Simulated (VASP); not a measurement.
## K: relaxation of shape and atoms at fixed volume with PBEsol

Crystal: K.

```xyz
2
Lattice="4.1442 0.0000 0.0000 -2.0721 3.5890 0.0000 0.0000 0.0000 6.7136" Properties=species:S:1:pos:R:3 pbc="T T T"
K     0.0000    2.3926    1.6784
K     2.0721    1.1963    5.0352
```

This isn't the form of K at room conditions, which is bcc.

| Quantity | Value |
| --- | --- |
| Program | VASP 6.6.1 |
| Task | relaxation of shape and atoms at fixed volume |
| Functional | PBEsol |
| Potentials or basis | VASP PAW PBE potentials, release 64 (K_sv) |
| Cutoff | 600 eV |
| k mesh | 10 × 10 × 5 |
| Occupations | fermi-dirac, width 0.05 eV |
| Spin | no spin polarisation |
| Dipole correction | no |
| Further INCAR settings | ALGO = Normal; EDIFF = 1e-07; IBRION = 2; EDIFFG = -0.005; NSW = 50; ISIF = 4 |

```
Energy gained by relaxing : 0.1 meV/atom
Ionic steps               : 5
Pressure after relaxing   : 2.5 GPa
Band gap on the k mesh    : zero (bands 9 and 10 overlap by 2.19 eV)
```

Step by step:
| step | energy change (eV) | largest force (eV/Å) | pressure (GPa) | volume (Å³) |
| --- | --- | --- | --- | --- |
| 1 | 0.0000 | 0.0000 | 2.54 | 99.85 |
| 2 | 0.0000 | 0.0000 | 2.54 | 99.85 |
| 3 | -0.0001 | 0.0000 | 2.54 | 99.85 |
| 4 | -0.0001 | 0.0000 | 2.54 | 99.85 |
| 5 | -0.0001 | 0.0000 | 2.54 | 99.85 |

Final structure:
```
CELL_PARAMETERS angstrom
4.13456 0.00000 0.00000
-2.06728 3.58063 0.00000
0.00000 0.00000 6.74479
ATOMIC_POSITIONS crystal
K 0.33333 0.66667 0.25000
K 0.66667 0.33333 0.75000
```

Levels at points of the mesh, in eV from the Fermi level:
```csv
k point,band 7,band 8,band 9,band 10,band 11,band 12
"(0.00, 0.00, 0.00)",-15.30,-15.30,-2.76,0.25,0.81,4.36
"(0.50, 0.00, 0.00)",-15.36,-15.33,0.13,0.34,1.45,1.86
```

Run time: 68 s on 1 thread of Intel(R) Xeon(R) 6975P-C (Granite Rapids) (shared host), peak memory 0.28 GiB.

Caveat: the PAW data sets were made with another functional, which shifts forces and pressure a little.
